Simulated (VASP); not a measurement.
A run of VASP 6.6.1:

Contents of INCAR:

```
SYSTEM = SiPbS3
ALGO = Normal
EDIFF = 1E-6
ENCUT = 520
GGA = PE
ISIF = 2
ISMEAR = 0
LASPH = .True.
LCHARG = .False.
LREAL = .False.
LWAVE = .False.
NBANDS = 26
NELM = 100
PREC = Accurate
SIGMA = 0.1
```

KPOINTS

```
k-points
0
Gamma
  4 4 4
  0 0 0
```

File POSCAR:

```
SiPbS3
1.0
    4.9771617300      0.0000000000      0.0000000000
    0.0000000000      4.9771617300      0.0000000000
    0.0000000000      0.0000000000      4.9771617300
Si Pb S
1 1 3
Direct
    0.5000000000      0.5000000000      0.5000000000
    0.0000000000      0.0000000000      0.0000000000
    0.5000000000      0.0000000000      0.0000000000
    0.0000000000      0.5000000000      0.0000000000
    0.0000000000      0.0000000000      0.5000000000
```

Potentials or basis: VASP PAW PBE potentials, release 64 (Si, Pb_d, S).

Run with:

```console
$ cat potpaw_PBE.64/Si/POTCAR potpaw_PBE.64/Pb_d/POTCAR potpaw_PBE.64/S/POTCAR > POTCAR
$ mpirun -np 1 vasp_std > vasp.out
```

Hardware: 1 thread of Intel Xeon 8259CL (shared host).

Question: Estimate the wall time of this run.

Answer: It took 42 s on 1 thread of Intel Xeon 8259CL, with other jobs on the host, peak memory 0.26 GiB. Counts: scf iterations 14, k points 10.
